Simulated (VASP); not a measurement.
Runs of VASP 6.6.1 on Si3Mo. The structure is that of space group Im-3m (No. 229), or close to it. The cells are those of the table. 

```csv
task,spin,cell,k mesh,cutoff (eV),gap on the mesh (eV),pressure (GPa),relaxed volume (Å³/atom)
relaxation of cell and atoms,off,"relaxed from a = 4.430 Å, angles 109.5°, 4 atoms",6 × 6 × 6,600,none,0.3,16.63
relaxation of cell and atoms,off,"relaxed from a = 4.648 Å, angles 109.5°, 4 atoms",4 × 4 × 4,600,-,-0.1,16.72
single point,off,"a = 4.648 Å, angles 109.5°, 4 atoms",4 × 4 × 4,520,none,(a),-
single point,"collinear, ferromagnetic start","a = 4.424 Å, angles 109.5°, 4 atoms",6 × 6 × 6,520,none,0.4,-
single point,off,"a = 4.430 Å, angles 109.5°, 4 atoms",4 × 4 × 4,520,-,-0.1,-
```

Alike in all rows: level PBE; potentials or basis VASP PAW PBE potentials, release 64 (Si, Mo_sv); smearing gaussian 0.1 eV.

Task: Estimate the missing entries.

Result: (a) -12.7.

Caveats: some runs use coarse meshes.

A k mesh can miss the band edges, and the runs leave out spin-orbit coupling on Mo.

A gap of «none» marks levels without a gap at the run's occupations.
